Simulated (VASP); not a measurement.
# Na (P6_3/mmc) in VASP: notebook

The runs below take Na through single point, with LDA.

All numbers are computed with VASP 6.6.1; they aren't measurements. Logs are shortened: lines on timing, memory, paths and dates and some standing lists are left out, and cuts for length are marked.

### Step 1. The cell of the first run

Symmetry: P6_3/mmc, No. 194, hexagonal system. The conventional cell has a = 2.903 Å, b = 2.903 Å, c = 9.320 Å, α = 90.00°, β = 90.00°, γ = 120.00°. Within 3.8 Å of Na (site symmetry -3m) lie 12 Na at 2.87 to 2.90 Å. Within 3.8 Å of Na (site symmetry -6m2) lie 12 Na at 2.87 to 2.90 Å.

### Step 2. Single point, LDA

Contents of INCAR:

```
PREC = Accurate
ENCUT = 520
EDIFF = 1E-6
ISMEAR = -1
SIGMA = 0.1
LREAL = False
LASPH = True
NELM = 80
ALGO = Normal
ISIF = 2
LWAVE = False
LCHARG = False
NBANDS = 22
```

Contents of KPOINTS:

```
regular mesh
0
Gamma
  10 10 6
```

Contents of POSCAR:

```
Na
1.0
    2.9029107594      0.0000000000      0.0000000000
   -1.4514553797      2.5139944626      0.0000000000
    0.0000000000      0.0000000000      9.3195955434
Na
4
Direct
    0.0000000000      0.0000000000      0.0000000000
    0.0000000000      0.0000000000      0.5000000000
    0.3333333333      0.6666666667      0.2500000000
    0.6666666667      0.3333333333      0.7500000000
```

Potentials or basis: VASP PAW LDA potentials, release 64 (Na_pv).

On the command line:

```
cat potpaw_LDA.64/Na_pv/POTCAR > POTCAR
mpirun -np 1 vasp_std > vasp.out
```

OUTCAR:

```text
PREC = Accurate
   ENCUT = 520
   EDIFF = 1E-6
   ISMEAR = -1
   LREAL = False
   LASPH = True
   NELM = 80
   ISIF = 2

 ion  position               nearest neighbor table
   1  0.000  0.000  0.000-
   2  0.000  0.000  0.500-
   3  0.333  0.667  0.250-
   4  0.667  0.333  0.750-

  LATTYP: Found a hexagonal cell.
 ALAT       =     2.9029107594
 C/A-ratio  =     3.2104312932

  Lattice vectors:

 A1 = (   2.9029107594,   0.0000000000,   0.0000000000)
 A2 = (  -1.4514553797,   2.5139944626,   0.0000000000)
 A3 = (   0.0000000000,   0.0000000000,   9.3195955434)

Analysis of symmetry for initial positions (statically):
=====================================================================
 Subroutine PRICEL returns:
 Original cell was already a primitive cell.

 Routine SETGRP: Setting up the symmetry group for a
 hexagonal supercell.

 Subroutine GETGRP returns: Found 24 space group operations
 (whereof 12 operations were pure point group operations)
 out of a pool of 24 trial point group operations.

The static configuration has the point symmetry D_3d.
 The point group associated with its full space group is D_6h.

Analysis of symmetry for dynamics (positions and initial velocities):
=====================================================================
 Subroutine PRICEL returns:
 Original cell was already a primitive cell.

 Routine SETGRP: Setting up the symmetry group for a
 hexagonal supercell.

 Subroutine GETGRP returns: Found 24 space group operations
 (whereof 12 operations were pure point group operations)
 out of a pool of 24 trial point group operations.

The dynamic configuration has the point symmetry D_3d.
 The point group associated with its full space group is D_6h.

 Subroutine INISYM returns: Found 24 space group operations
 (whereof 12 operations are pure point group operations),
 and found     1 'primitive' translations

----------------------------------------------------------------------------------------

                                     Primitive cell

  volume of cell :      68.0135

  direct lattice vectors                    reciprocal lattice vectors
     2.902910759  0.000000000  0.000000000     0.344481826  0.198886675  0.000000000
    -1.451455380  2.513994463  0.000000000     0.000000000  0.397773350  0.000000000
     0.000000000  0.000000000  9.319595543     0.000000000  0.000000000  0.107300794

  length of vectors
     2.902910759  2.902910759  9.319595543     0.397773350  0.397773350  0.107300794

  position of ions in fractional coordinates (direct lattice)
     0.000000000  0.000000000  0.000000000
     0.000000000  0.000000000  0.500000000
     0.333333333  0.666666667  0.250000000
     0.666666667  0.333333333  0.750000000

  ion indices of the primitive-cell ions
   primitive index   ion index
                 1           1
                 2           2
                 3           3
                 4           4

----------------------------------------------------------------------------------------

 KPOINTS: regular mesh

Automatic generation of k-mesh.
 Grid dimensions read from file:
 generate k-points for:   10   10    6

 Generating k-lattice:

  Cartesian coordinates                     Fractional coordinates (reciprocal lattice)
     0.034448183  0.019888668  0.000000000     0.100000000  0.000000000  0.000000000
     0.000000000  0.039777335  0.000000000     0.000000000  0.100000000  0.000000000
     0.000000000  0.000000000  0.017883466     0.000000000  0.000000000  0.166666667

  Length of vectors
     0.039777335  0.039777335  0.017883466

  Shift w.r.t. Gamma in fractional coordinates (k-lattice)
     0.000000000  0.000000000  0.000000000

 Subroutine IBZKPT returns following result:
 ===========================================

 Found     56 irreducible k-points:

 Following reciprocal coordinates:
            Coordinates               Weight
  0.000000  0.000000  0.000000      1.000000
  0.100000  0.000000  0.000000      6.000000
  0.200000  0.000000  0.000000      6.000000
  0.300000  0.000000  0.000000      6.000000
  0.400000  0.000000  0.000000      6.000000
  0.500000  0.000000  0.000000      3.000000
[... 16 lines left out ...]
  0.300000  0.100000  0.166667     24.000000
  0.400000  0.100000  0.166667     24.000000
 [... further k-points ...]
   k-points           NKPTS =     56   k-points in BZ     NKDIM =     56   number of bands    NBANDS=     22
   number of dos      NEDOS =    301   number of ions     NIONS =      4
   total plane-waves  NPLWV =  40320
   dimension x,y,z NGX =    24 NGY =   24 NGZ =   70
   dimension x,y,z NGXF=    48 NGYF=   48 NGZF=  140
   ions per type =               4
   NGX,Y,Z   is equivalent  to a cutoff of  13.74, 13.74, 12.49 a.u.
   NGXF,Y,Z  is equivalent  to a cutoff of  27.49, 27.49, 24.97 a.u.
 SYSTEM =  unknown system
   PREC   = accura    normal or accurate (medium, high low for compatibility)
   ISTART =      0    job   : 0-new  1-cont  2-samecut
   ICHARG =      2    charge: 1-file 2-atom 10-const
   ISPIN  =      1    spin polarized calculation?
   LNONCOLLINEAR =      F non collinear calculations
   LSORBIT =      F    spin-orbit coupling
   LASPH  =      T    aspherical Exc in radial PAW
   ENCUT  =  520.0 eV  38.22 Ry    6.18 a.u.   5.40  5.40 17.33*2*pi/ulx,y,z
   NELM   =     80;   NELMIN=  2; NELMDL= -5     # of ELM steps
   EDIFF  = 0.1E-05   stopping-criterion for ELM
   LREAL  =      F    real-space projection
   EDIFFG = 0.1E-04   stopping-criterion for IOM
   NSW    =      0    number of steps for IOM
   IBRION =     -1    ionic relax: 0-MD 1-quasi-New 2-CG
   NFREE  =      0    steps in history (QN), initial steepest desc. (CG)
   ISIF   =      2    stress and relaxation
   ISYM   =      2    0-nonsym 1-usesym 2-fastsym
   POTIM  = 0.5000    time-step for ionic-motion
   TEBEG  =    0.0;   TEEND  =   0.0 temperature during run
   PSTRESS=    0.0 pullay stress
   NELECT =      28.0000    total number of electrons
   NUPDOWN=      -1.0000    fix difference up-down
   EMIN   =  10.00;   EMAX   =-10.00  energy-range for DOS
   EFERMI =   0.00;   METHOD = LEGACY
   ISMEAR =    -1;   SIGMA  =   0.10  broadening in eV -4-tet -1-fermi 0-gaus
   EFERMI_NEDOS =   21; number of points for ismear=-14 and -15
   IALGO  =     38    algorithm
   IMIX   =      4    mixing-type and parameters
     AMIX     =   0.40;   BMIX     =  1.00
     AMIX_MAG =   1.60;   BMIX_MAG =  1.00
  volume/ion in A,a.u.               =      17.00       114.74
  Fermi-wavevector in a.u.,A,eV,Ry     =   1.217856  2.301413 20.179786  1.483172
  Thomas-Fermi vector in A             =   2.353162
   LORBIT       =      0    0 simple, 1 ext, 2 COOP (PROOUT), +10 PAW based schemes
   GGA     = CA    functional components
   LHFCALC =     F    Hartree Fock is set to
   AEXX    =    0.0000 exact exchange contribution
   IVDW    =     0    specifies the selected vdW correction
   LEPSILON=     F    determine dielectric tensor
   LRPA    =     F    only Hartree local field effects (RPA)
 non-spin polarized calculation
  energy-cutoff  :      520.00
  volume of cell :       68.01
 maximum number of plane-waves:      1883
 NGX is ok and might be reduce to    24
   NGX = 11   NGY = 11   NGZ = 35

 number of electron      27.9999964 magnetization

 Free energy of the ion-electron system (eV)
  ---------------------------------------------------
  ext. energy  EPLUGINS =         0.00000000
  ---------------------------------------------------
  free energy    TOTEN  =        -3.24840123 eV

  energy without entropy =       -3.20826404  energy(sigma->0) =       -3.22833263

 E-fermi :   3.6455     XC(G=0):  -9.3839

 val. band max:        3.6340220124   @ k =   0.3000   0.1000   0.1667
 cond. band min:       3.6971416572   @ k =   0.1000   0.1000   0.3333
 fundamental gap:      0.0631196448
 Fermi energy:         3.6454917300

 k-point     1 :       0.0000    0.0000    0.0000
  band No.  band energies     occupation
      1     -21.7339      2.00000
      2     -21.5171      2.00000
      3     -21.5158      2.00000
      4     -21.3453      2.00000
      5     -21.3453      2.00000
      6     -21.3185      2.00000
[... 14 lines left out ...]
     21      18.2856      0.00000
     22      19.0212      0.00000

 k-point     2 :       0.1000    0.0000    0.0000
  band No.  band energies     occupation
      1     -21.7186      2.00000
      2     -21.5222      2.00000
      3     -21.5209      2.00000
      4     -21.3745      2.00000
      5     -21.3547      2.00000
      6     -21.3398      2.00000
[... 14 lines left out ...]
     21      16.5229      0.00000
     22      16.6092      0.00000

 k-point     3 :       0.2000    0.0000    0.0000
  band No.  band energies     occupation
      1     -21.6768      2.00000
      2     -21.5508      2.00000
      3     -21.5472      2.00000
      4     -21.4470      2.00000
      5     -21.4159      2.00000
      6     -21.3783      2.00000
[... 14 lines left out ...]
     21      13.8505      0.00000
     22      13.8799      0.00000

 k-point     4 :       0.3000    0.0000    0.0000
  band No.  band energies     occupation
      1     -21.6345      2.00000
      2     -21.6176      2.00000
      3     -21.5886      2.00000
      4     -21.5322      2.00000
      5     -21.5164      2.00000
      6     -21.4060      2.00000
[... 14 lines left out ...]
     21      13.3320      0.00000
     22      13.4614      0.00000

 k-point     5 :       0.4000    0.0000    0.0000
  band No.  band energies     occupation
      1     -21.6867      2.00000
      2     -21.6784      2.00000
      3     -21.6035      2.00000
      4     -21.5911      2.00000
      5     -21.5381      2.00000
      6     -21.4277      2.00000
[... 417 lines left out ...]
 k-point    22 :       0.2000    0.1000    0.1667
  band No.  band energies     occupation
      1     -21.6395      2.00000
      2     -21.6001      2.00000
      3     -21.5609      2.00000
      4     -21.4895      2.00000
      5     -21.4856      2.00000
      6     -21.4190      2.00000
[... 14 lines left out ...]
     21      12.2173      0.00000
     22      13.3200      0.00000

 k-point    23 :       0.3000    0.1000    0.1667
  band No.  band energies     occupation
      1     -21.6525      2.00000
      2     -21.6374      2.00000
      3     -21.5952      2.00000
      4     -21.5702      2.00000
      5     -21.5346      2.00000
      6     -21.4387      2.00000
[... 14 lines left out ...]
     21      11.6751      0.00000
     22      12.3733      0.00000

 k-point    24 :       0.4000    0.1000    0.1667
  band No.  band energies     occupation
      1     -21.6938      2.00000
      2     -21.6817      2.00000
      3     -21.6230      2.00000
      4     -21.6117      2.00000
      5     -21.4972      2.00000
      6     -21.4556      2.00000
[... 14 lines left out ...]
     21      10.3023      0.00000
     22      11.3305      0.00000

 [... further k-points ...]
[... 5 lines left out ...]
  --------------------------------------------------------------------------------------
  -------------------------------------------------------------------------------------
  Total        9.3739228      9.3739228      9.3745537     -0.0000000      0.0000000      0.0000000
  in kB      220.8192280    220.8192280    220.8340913     -0.0000000      0.0000000      0.0000000
  external PRESSURE =     220.8241824 kB  Pullay stress =       0.0000000 kB

 VOLUME and BASIS-vectors are now :
 -----------------------------------------------------------------------------
  energy-cutoff  :      520.00
  volume of cell :       68.01
      direct lattice vectors                 reciprocal lattice vectors
     2.902910759  0.000000000  0.000000000     0.344481826  0.198886675  0.000000000
    -1.451455380  2.513994463  0.000000000     0.000000000  0.397773350  0.000000000
     0.000000000  0.000000000  9.319595543     0.000000000  0.000000000  0.107300794

 POSITION                                       TOTAL-FORCE (eV/Angst)
 -----------------------------------------------------------------------------------
      0.00000      0.00000      0.00000         0.000000      0.000000     -0.000000
      0.00000      0.00000      4.65980         0.000000      0.000000     -0.000000
     -0.00000      1.67600      2.32990        -0.000000     -0.000000      0.000000
      1.45146      0.83800      6.98970         0.000000      0.000000      0.000000
 -----------------------------------------------------------------------------------
    total drift:                               -0.000000      0.000000      0.000000

  FREE ENERGIE OF THE ION-ELECTRON SYSTEM (eV)
  ---------------------------------------------------
  free  energy   TOTEN  =        -3.2484012269 eV

  energy  without entropy=       -3.2082640398  energy(sigma->0) =       -3.22833263
```

Run time: 19 s. Hardware: 1 thread of Intel Xeon 6975P-C (Granite Rapids), shared host; peak memory 0.18 GiB.

What came out:

```
Free energy            : -3.2484 eV
Pressure               : 22.1 GPa
Band gap on the k mesh : zero (band 14 reaches 5.63 eV, above the bottom of band 15 at 0.11 eV)
```

(Continued in part 2 of 2.)
